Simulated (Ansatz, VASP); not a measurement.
# Si2Ni: VASP beside Ansatz

File INCAR:

```
SYSTEM = Si2Ni
PREC = Accurate
ENCUT = 520
EDIFF = 1E-6
ISMEAR = 0
SIGMA = 0.15
LREAL = .FALSE.
LASPH = .TRUE.
NELM = 100
ALGO = Fast
ISIF = 2
LWAVE = .FALSE.
LCHARG = .FALSE.
GGA = PS
NBANDS = 37
```

File KPOINTS:

```
regular mesh
0
G
  14 14 5
  0 0 0
```

Contents of POSCAR:

```
Si2Ni
1.0
    2.6957048481     -2.6957048481      0.0000000000
    2.6957048481      0.0000000000     -2.6957048481
    7.1234605039      7.1234605039      7.1234605039
Si Ni
6 3
Direct
    0.6666666667      0.6666666667      0.3153678696
    1.0000000000      0.0000000000      0.0630836653
    0.3333333333      0.3333333333      0.5676520740
    0.6666666667      0.6666666667      0.6937941762
    1.0000000000      0.0000000000      0.4415099718
    0.3333333333      0.3333333333      0.1892257675
    0.3333333333      0.3333333333      0.3784389207
    0.6666666667      0.6666666667      0.1261547164
    1.0000000000      0.0000000000      0.6307231251
```

Input for Ansatz:

```yaml
crystal:
  lattice:
    - [2.6957048483, -2.6957048483, 0.0]
    - [2.6957048483, 0.0, -2.6957048483]
    - [7.1234605041, 7.1234605041, 7.1234605041]
  atoms:
    - { symbol: Si, position: [0.6666666667, 0.6666666667, 0.3153678696] }
    - { symbol: Si, position: [1.0, 0.0, 0.0630836653] }
    - { symbol: Si, position: [0.3333333333, 0.3333333333, 0.567652074] }
    - { symbol: Si, position: [0.6666666667, 0.6666666667, 0.6937941762] }
    - { symbol: Si, position: [1.0, 0.0, 0.4415099718] }
    - { symbol: Si, position: [0.3333333333, 0.3333333333, 0.1892257675] }
    - { symbol: Ni, position: [0.3333333333, 0.3333333333, 0.3784389207] }
    - { symbol: Ni, position: [0.6666666667, 0.6666666667, 0.1261547164] }
    - { symbol: Ni, position: [1.0, 0.0, 0.6307231251] }
basis:
  ecutwfc: 420
kpoints:
  mp_grid: { grid: [14, 14, 5] }
hamiltonian:
  xc: pbesol
scf:
  occupations: { method: gaussian, width: 0.15 }
output:
  forces: true
  stress: true
  eigenvalues: true
```

Alike in both runs: task single point; functional PBEsol; k mesh 14 × 14 × 5; occupations gaussian, width 0.15 eV; no spin polarisation.

|  | VASP | Ansatz |
| --- | --- | --- |
| version | VASP 6.6.1 | Ansatz 0.2.0 |
| potentials or method | VASP PAW PBE potentials, release 64 (Si, Ni), cutoff 520 eV | scalar-relativistic, plane waves, PAW |
| valence electrons in the cell | 54 | 78 |

```tsv
	VASP	Ansatz	Ansatz less VASP
gap on the k mesh at the Fermi level (eV)	none	none	-
pressure (GPa)	-4.1	-4.0	+0.13
traceless stress, the component that is largest in VASP (GPa)	0.45	0.47	+0.017
rms of the force components (eV/Å)	0.254	0.258	+0.0039
```

VASP's potentials were made for PBE, not for PBEsol. Atom by atom the forces differ by 0.005 eV/Å (rms over components). A gap of «none» marks a metal or a gap that the smearing closes. The functional is the same, so the differences come from potentials, cutoffs and numerics. VASP's potentials hold 54 valence electrons a cell and Ansatz's 78, so a difference there can come from the potentials and not from the codes.
